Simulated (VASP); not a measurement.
## InAs: single point with PBE

The system is InAs.

```xyz
2
Lattice="0.0000 3.0240 3.0240 3.0240 0.0000 3.0240 3.0240 3.0240 0.0000" Properties=species:S:1:pos:R:3 pbc="T T T"
In    0.0000    0.0000    0.0000
As    4.5360    4.5360    4.5360
```

- Program: VASP 6.6.1
- Task: single point
- Functional: PBE
- Potentials or basis: VASP PAW PBE potentials, release 64 (In_d, As)
- Cutoff: 520 eV
- k mesh: 10 × 10 × 10
- Occupations: fermi-dirac, width 0.08 eV
- Spin: no spin polarisation
- Dipole correction: no
- k mesh for the DOS: 15 × 15 × 15
- Occupations for the DOS: tetrahedron
- Further INCAR settings: ALGO = Normal; EDIFF = 1e-06

```json
{
  "Valence electrons inside the program's atomic spheres": "In 11.47; As 2.81"
}
```

Levels at points of the mesh, in eV from the Fermi level:
```tsv
k point	band 6	band 7	band 8	band 9	band 10	band 11	band 12	band 13
(0.00, 0.00, 0.00)	-11.86	-0.20	0.00	0.00	0.00	3.91	3.91	3.91
```

Run time: 39 s on 1 thread of AMD EPYC 9R45 96-Core Processor (Zen 5), with other jobs on the host, peak memory 0.21 GiB.

Caveat: spin-orbit coupling is left out, which moves the levels of the heavy elements.
